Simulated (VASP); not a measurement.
# ZnS (Cmcm) in VASP: single point with PBEsol

Aim: the single point of ZnS with PBEsol.

Program: VASP 6.6.1. These are calculated values, not measurements. Logs are shortened: lines on timing, memory, paths and dates and some standing lists are left out, and cuts for length are marked.

## Step 1: The cell of the first run

The structure is orthorhombic, space group Cmcm (No. 63). Conventional cell: a = 3.448 Å, b = 12.592 Å, c = 3.458 Å, α = 90.00°, β = 90.00°, γ = 90.00°. Zn (site symmetry m2m) has 5 S at 2.40 to 2.48 Å and 4 Zn at 3.15 Å within 3.2 Å. Within 3.2 Å of S (site symmetry m2m) lie 5 Zn at 2.40 to 2.48 Å.

## Step 2: Single point, PBEsol

Contents of INCAR:

```
SYSTEM = ZnS
PREC = Accurate
ENCUT = 520
EDIFF = 1E-6
ISMEAR = -1
SIGMA = 0.03
LREAL = .FALSE.
LASPH = .TRUE.
NELM = 100
ALGO = Normal
ISIF = 2
LWAVE = .FALSE.
LCHARG = .FALSE.
GGA = PS
NBANDS = 26
```

Contents of KPOINTS:

```
regular mesh
0
G
  6 6 6
  0 0 0
```

Contents of POSCAR:

```
ZnS
1.0
    1.7238132874     -6.2961696262      0.0000000000
    1.7238132874      6.2961696262      0.0000000000
    0.0000000000      0.0000000000      3.4578613512
Zn S
2 2
Direct
    0.3289274582      0.6710725418      0.7500000000
    0.6710725418      0.3289274582      0.2500000000
    0.8619458492      0.1380541508      0.2500000000
    0.1380541508      0.8619458492      0.7500000000
```

Potentials or basis: VASP PAW PBE potentials, release 64 (Zn, S).

Started as:

```console
cat potpaw_PBE.64/Zn/POTCAR potpaw_PBE.64/S/POTCAR > POTCAR
mpirun -np 1 vasp_std > vasp.out
```

OUTCAR:

```text
SYSTEM = ZnS
   PREC = Accurate
   ENCUT = 520
   EDIFF = 1E-6
   ISMEAR = -1
   LREAL = .FALSE.
   LASPH = .TRUE.
   NELM = 100
   ISIF = 2
   GGA = PS

 ion  position               nearest neighbor table
   1  0.329  0.671  0.750-   4 2.40   3 2.48   3 2.48   3 2.48   3 2.48
   2  0.671  0.329  0.250-   3 2.40   4 2.48   4 2.48   4 2.48   4 2.48
   3  0.862  0.138  0.250-   2 2.40   1 2.48   1 2.48   1 2.48   1 2.48
   4  0.138  0.862  0.750-   1 2.40   2 2.48   2 2.48   2 2.48   2 2.48

  LATTYP: Found a base centered orthorhombic cell.
 ALAT       =     3.4476265748
 B/A-ratio  =     3.6524661181
 C/A-ratio  =     1.0029686441

  Lattice vectors:

 A1 = (   1.7238132874,  -6.2961696262,   0.0000000000)
 A2 = (   1.7238132874,   6.2961696262,   0.0000000000)
 A3 = (   0.0000000000,   0.0000000000,   3.4578613512)

Analysis of symmetry for initial positions (statically):
=====================================================================
 Subroutine PRICEL returns:
 Original cell was already a primitive cell.

 Routine SETGRP: Setting up the symmetry group for a
 base centered orthorhombic supercell.

 Subroutine GETGRP returns: Found  8 space group operations
 (whereof  4 operations were pure point group operations)
 out of a pool of  8 trial point group operations.

The static configuration has the point symmetry C_2h.
 The point group associated with its full space group is D_2h.

Analysis of symmetry for dynamics (positions and initial velocities):
=====================================================================
 Subroutine PRICEL returns:
 Original cell was already a primitive cell.

 Routine SETGRP: Setting up the symmetry group for a
 base centered orthorhombic supercell.

 Subroutine GETGRP returns: Found  8 space group operations
 (whereof  4 operations were pure point group operations)
 out of a pool of  8 trial point group operations.

The dynamic configuration has the point symmetry C_2h.
 The point group associated with its full space group is D_2h.

 Subroutine INISYM returns: Found  8 space group operations
 (whereof  4 operations are pure point group operations),
 and found     1 'primitive' translations

----------------------------------------------------------------------------------------

                                     Primitive cell

  volume of cell :      75.0592

  direct lattice vectors                    reciprocal lattice vectors
     1.723813287 -6.296169626  0.000000000     0.290054615 -0.079413362  0.000000000
     1.723813287  6.296169626  0.000000000     0.290054615  0.079413362  0.000000000
     0.000000000  0.000000000  3.457861351     0.000000000  0.000000000  0.289196095

  length of vectors
     6.527885125  6.527885125  3.457861351     0.300729383  0.300729383  0.289196095

  position of ions in fractional coordinates (direct lattice)
     0.328927458  0.671072542  0.750000000
     0.671072542  0.328927458  0.250000000
     0.861945849  0.138054151  0.250000000
     0.138054151  0.861945849  0.750000000

  ion indices of the primitive-cell ions
   primitive index   ion index
                 1           1
                 2           2
                 3           3
                 4           4

----------------------------------------------------------------------------------------

 KPOINTS: regular mesh

Automatic generation of k-mesh.
 Grid dimensions read from file:
 generate k-points for:    6    6    6

 Generating k-lattice:

  Cartesian coordinates                     Fractional coordinates (reciprocal lattice)
     0.048342436 -0.013235560  0.000000000     0.166666667  0.000000000  0.000000000
     0.048342436  0.013235560  0.000000000     0.000000000  0.166666667  0.000000000
     0.000000000  0.000000000  0.048199349     0.000000000  0.000000000  0.166666667

  Length of vectors
     0.050121564  0.050121564  0.048199349

  Shift w.r.t. Gamma in fractional coordinates (k-lattice)
     0.000000000  0.000000000  0.000000000

 Subroutine IBZKPT returns following result:
 ===========================================

 Found     52 irreducible k-points:

 Following reciprocal coordinates:
            Coordinates               Weight
  0.000000  0.000000  0.000000      1.000000
  0.166667  0.000000  0.000000      4.000000
  0.333333  0.000000  0.000000      4.000000
  0.500000  0.000000  0.000000      2.000000
  0.166667  0.166667  0.000000      2.000000
  0.333333  0.166667  0.000000      4.000000
[... 16 lines left out ...]
  0.333333  0.333333  0.166667      4.000000
  0.500000  0.333333  0.166667      8.000000
 [... further k-points ...]
   k-points           NKPTS =     52   k-points in BZ     NKDIM =     52   number of bands    NBANDS=     26
   number of dos      NEDOS =    301   number of ions     NIONS =      4
   total plane-waves  NPLWV =  70000
   dimension x,y,z NGX =    50 NGY =   50 NGZ =   28
   dimension x,y,z NGXF=   100 NGYF=  100 NGZF=   56
   ions per type =               2   2
   NGX,Y,Z   is equivalent  to a cutoff of  12.73, 12.73, 13.46 a.u.
   NGXF,Y,Z  is equivalent  to a cutoff of  25.47, 25.47, 26.92 a.u.
 SYSTEM =  ZnS
   PREC   = accura    normal or accurate (medium, high low for compatibility)
   ISTART =      0    job   : 0-new  1-cont  2-samecut
   ICHARG =      2    charge: 1-file 2-atom 10-const
   ISPIN  =      1    spin polarized calculation?
   LNONCOLLINEAR =      F non collinear calculations
   LSORBIT =      F    spin-orbit coupling
   LASPH  =      T    aspherical Exc in radial PAW
   ENCUT  =  520.0 eV  38.22 Ry    6.18 a.u.  12.14 12.14  6.43*2*pi/ulx,y,z
   NELM   =    100;   NELMIN=  2; NELMDL= -5     # of ELM steps
   EDIFF  = 0.1E-05   stopping-criterion for ELM
   LREAL  =      F    real-space projection
   EDIFFG = 0.1E-04   stopping-criterion for IOM
   NSW    =      0    number of steps for IOM
   IBRION =     -1    ionic relax: 0-MD 1-quasi-New 2-CG
   NFREE  =      0    steps in history (QN), initial steepest desc. (CG)
   ISIF   =      2    stress and relaxation
   ISYM   =      2    0-nonsym 1-usesym 2-fastsym
   POTIM  = 0.5000    time-step for ionic-motion
   TEBEG  =    0.0;   TEEND  =   0.0 temperature during run
   PSTRESS=    0.0 pullay stress
   NELECT =      36.0000    total number of electrons
   NUPDOWN=      -1.0000    fix difference up-down
   EMIN   =  10.00;   EMAX   =-10.00  energy-range for DOS
   EFERMI =   0.00;   METHOD = LEGACY
   ISMEAR =    -1;   SIGMA  =   0.03  broadening in eV -4-tet -1-fermi 0-gaus
   EFERMI_NEDOS =   21; number of points for ismear=-14 and -15
   IALGO  =     38    algorithm
   IMIX   =      4    mixing-type and parameters
     AMIX     =   0.40;   BMIX     =  1.00
     AMIX_MAG =   1.60;   BMIX_MAG =  1.00
  volume/ion in A,a.u.               =      18.76       126.63
  Fermi-wavevector in a.u.,A,eV,Ry     =   1.281467  2.421622 22.342929  1.642159
  Thomas-Fermi vector in A             =   2.413836
   LORBIT       =      0    0 simple, 1 ext, 2 COOP (PROOUT), +10 PAW based schemes
   GGA     = PS    functional components
   LHFCALC =     F    Hartree Fock is set to
   AEXX    =    0.0000 exact exchange contribution
   IVDW    =     0    specifies the selected vdW correction
   LEPSILON=     F    determine dielectric tensor
   LRPA    =     F    only Hartree local field effects (RPA)
 non-spin polarized calculation
  energy-cutoff  :      520.00
  volume of cell :       75.06
 maximum number of plane-waves:      2044
 NGX is ok and might be reduce to    50
   NGX = 25   NGY = 25   NGZ = 13

 number of electron      36.0000010 magnetization

 Free energy of the ion-electron system (eV)
  ---------------------------------------------------
  ext. energy  EPLUGINS =         0.00000000
  ---------------------------------------------------
  free energy    TOTEN  =       -13.75566324 eV

  energy without entropy =      -13.75563620  energy(sigma->0) =      -13.75564972

 E-fermi :   3.1704     XC(G=0): -10.0811

 val. band max:        2.9492084148   @ k =   0.3333   0.1667   0.0000
 cond. band min:       3.3963318220   @ k =   0.3333   0.1667   0.5000
 fundamental gap:      0.4471234072
 Fermi energy:         3.1703879936

 k-point     1 :       0.0000    0.0000    0.0000
  band No.  band energies     occupation
      1     -11.0958      2.00000
      2      -9.9331      2.00000
      3      -3.9517      2.00000
      4      -3.7444      2.00000
      5      -3.7282      2.00000
      6      -3.7163      2.00000
[... 18 lines left out ...]
     25      11.7984      0.00000
     26      12.0718      0.00000

 k-point     2 :       0.1667    0.0000    0.0000
  band No.  band energies     occupation
      1     -10.8536      2.00000
      2      -9.7862      2.00000
      3      -3.9663      2.00000
      4      -3.8743      2.00000
      5      -3.8497      2.00000
      6      -3.7963      2.00000
[... 18 lines left out ...]
     25      11.3246      0.00000
     26      11.7275      0.00000

 k-point     3 :       0.3333    0.0000    0.0000
  band No.  band energies     occupation
      1     -10.2236      2.00000
      2      -9.4998      2.00000
      3      -4.2666      2.00000
      4      -4.2463      2.00000
      5      -4.0507      2.00000
      6      -3.9967      2.00000
[... 18 lines left out ...]
     25      10.1109      0.00000
     26      10.9758      0.00000

 k-point     4 :       0.5000    0.0000    0.0000
  band No.  band energies     occupation
      1      -9.6475      2.00000
      2      -9.5187      2.00000
      3      -4.6150      2.00000
      4      -4.5916      2.00000
      5      -4.1108      2.00000
      6      -4.1070      2.00000
[... 18 lines left out ...]
     25       9.5546      0.00000
     26      10.2597      0.00000

 k-point     5 :       0.1667    0.1667    0.0000
  band No.  band energies     occupation
      1     -10.2490      2.00000
      2      -9.4664      2.00000
      3      -4.2801      2.00000
      4      -4.2405      2.00000
      5      -4.0494      2.00000
      6      -3.9975      2.00000
[... 18 lines left out ...]
     25      10.1502      0.00000
     26      11.2718      0.00000

 k-point     6 :       0.3333    0.1667    0.0000
  band No.  band energies     occupation
      1      -9.6478      2.00000
      2      -9.5184      2.00000
      3      -4.6312      2.00000
      4      -4.5764      2.00000
      5      -4.1110      2.00000
      6      -4.1068      2.00000
[... 427 lines left out ...]
 k-point    21 :      -0.3333    0.1667    0.1667
  band No.  band energies     occupation
      1     -10.5885      2.00000
      2      -9.7155      2.00000
      3      -4.0516      2.00000
      4      -3.9535      2.00000
      5      -3.9343      2.00000
      6      -3.8093      2.00000
[... 18 lines left out ...]
     25      10.6203      0.00000
     26      11.5180      0.00000

 k-point    22 :      -0.1667    0.1667    0.1667
  band No.  band energies     occupation
      1     -10.8346      2.00000
      2      -9.8201      2.00000
      3      -3.9681      2.00000
      4      -3.8740      2.00000
      5      -3.8422      2.00000
      6      -3.8156      2.00000
[... 18 lines left out ...]
     25      11.5228      0.00000
     26      11.6429      0.00000

 k-point    23 :       0.3333    0.3333    0.1667
  band No.  band energies     occupation
      1      -9.9678      2.00000
      2      -9.5118      2.00000
      3      -4.2549      2.00000
      4      -4.2408      2.00000
      5      -3.9386      2.00000
      6      -3.9119      2.00000
[... 18 lines left out ...]
     25      10.5845      0.00000
     26      12.4155      0.00000

 k-point    24 :       0.5000    0.3333    0.1667
  band No.  band energies     occupation
      1     -10.5365      2.00000
      2      -9.7843      2.00000
      3      -4.0501      2.00000
      4      -3.9679      2.00000
      5      -3.9342      2.00000
      6      -3.8367      2.00000
[... 18 lines left out ...]
     25      10.6829      0.00000
     26      11.4152      0.00000

 [... further k-points ...]

------------------------ aborting loop because EDIFF is reached ----------------------------------------

  FORCE on cell =-STRESS in cart. coord.  units (eV):
  Direction    XX          YY          ZZ          XY          YZ          ZX
  --------------------------------------------------------------------------------------
  -------------------------------------------------------------------------------------
  Total        0.1187793      0.0805637      0.1202186      0.0000000     -0.0000000      0.0000000
  in kB        2.5354031      1.7196717      2.5661267      0.0000000     -0.0000000      0.0000000
  external PRESSURE =       2.2737338 kB  Pullay stress =       0.0000000 kB

 VOLUME and BASIS-vectors are now :
 -----------------------------------------------------------------------------
  energy-cutoff  :      520.00
  volume of cell :       75.06
      direct lattice vectors                 reciprocal lattice vectors
     1.723813287 -6.296169626  0.000000000     0.290054615 -0.079413362  0.000000000
     1.723813287  6.296169626  0.000000000     0.290054615  0.079413362  0.000000000
     0.000000000  0.000000000  3.457861351     0.000000000  0.000000000  0.289196095

 POSITION                                       TOTAL-FORCE (eV/Angst)
 -----------------------------------------------------------------------------------
      1.72381      2.15420      2.59340         0.000000      0.003853      0.000000
      1.72381     -2.15420      0.86447         0.000000     -0.003853     -0.000000
      1.72381     -4.55774      0.86447         0.000000     -0.030879      0.000000
      1.72381      4.55774      2.59340         0.000000      0.030879      0.000000
 -----------------------------------------------------------------------------------
    total drift:                                0.000000     -0.000000      0.000000

  FREE ENERGIE OF THE ION-ELECTRON SYSTEM (eV)
  ---------------------------------------------------
  free  energy   TOTEN  =       -13.7556632409 eV

  energy  without entropy=      -13.7556362025  energy(sigma->0) =      -13.75564972
```

Wall time 72 s (1 thread of Intel Xeon 6975P-C (Granite Rapids), shared host); peak memory 0.28 GiB.

Results:

- Free energy: -13.7557 eV
- Pressure: 0.2 GPa
- Largest force: 0.031 eV/Å
- Band gap on the k mesh: 0.45 eV, indirect (least direct gap 2.23 eV)

Forces on the atoms (eV/Å):
```
Zn   0.000  0.004  0.000
Zn   0.000 -0.004  0.000
S    0.000 -0.031  0.000
S    0.000  0.031  0.000
```

Caveat: the PAW data sets were made with another functional, which shifts forces and pressure a little.
